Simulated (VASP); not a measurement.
Here is a VASP 6.6.1 calculation.

Contents of INCAR:

```
PREC = Accurate
ENCUT = 500
EDIFF = 1E-6
ISMEAR = 0
SIGMA = 0.1
LREAL = F
LASPH = T
NELM = 200
ALGO = Normal
ISIF = 2
LWAVE = F
LCHARG = F
MAGMOM = 0 0 0
LORBIT = 11
LSORBIT = T
GGA_COMPAT = F
LORBMOM = T
LMAXMIX = 4
GGA = PS
NBANDS = 20
ISYM = -1
```

KPOINTS

```
Automatic mesh
0
Gamma
  13 5 43
```

The input POSCAR:

```
Ir
1.0
    2.7083809930      0.0000000000      0.0000000000
    0.0000000000      6.6341514619      0.0000000000
    1.3541904965     -2.2113838206      0.7818422477
Ir
1
Direct
    0.0000000000      0.0000000000      0.0000000000
```

Potentials or basis: VASP PAW PBE potentials, release 64 (Ir).

The run is started by

```bash
$ cat potpaw_PBE.64/Ir/POTCAR > POTCAR
$ mpirun -np 1 vasp_ncl > vasp.out
```

Predict the pressure.

2.1 GPa.

Predict the net moment.

0.00 μB per cell.

Stress tensor (GPa, compression positive):
```
1.79 0.04 0.03
0.04 2.13 0.04
0.03 0.04 2.33
```

Caveat: the PAW data sets were made with another functional, which shifts forces and pressure a little.
